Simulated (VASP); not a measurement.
Li2S, 3 atoms in the cell. It takes space group Fm-3m (No. 225, cubic). Conventional cell: a = 5.452 Å, b = 5.452 Å, c = 5.452 Å, α = 90.00°, β = 90.00°, γ = 90.00°. Li (site symmetry -43m) has 4 S at 2.36 Å and 6 Li at 2.73 Å within 3.1 Å. Within 3.1 Å of S (site symmetry m-3m) lie 8 Li at 2.36 Å. 

* Program: VASP 6.6.1
* Task: phonons
* Functional: r2SCAN
* Potentials or basis: VASP PAW PBE potentials, release 64 (Li_sv, S)
* Cutoff: 830 eV
* k mesh: 8 × 8 × 8
* Occupations: gaussian, width 0.01 eV
* Spin: no spin polarisation
* Dipole correction: no
* Further INCAR settings: ALGO = Normal; EDIFF = 1e-08; IBRION = 6; POTIM = 0.015; NSW = 1

Potentials or basis: VASP PAW PBE potentials, release 64 (Li_sv, S).

Launch:

```console
$ cat potpaw_PBE.64/Li_sv/POTCAR potpaw_PBE.64/S/POTCAR > POTCAR
$ mpirun -np 1 vasp_std > vasp.out
```

Hardware: 1 thread of Intel(R) Xeon(R) 6975P-C (Granite Rapids), on a shared host.

Problem. Estimate the wall time of this run.

Solution. Wall time 8.2 min on 1 thread of Intel(R) Xeon(R) 6975P-C (Granite Rapids), on a shared host, peak memory 0.3 GiB. Counts: scf iterations 112, k points 29.
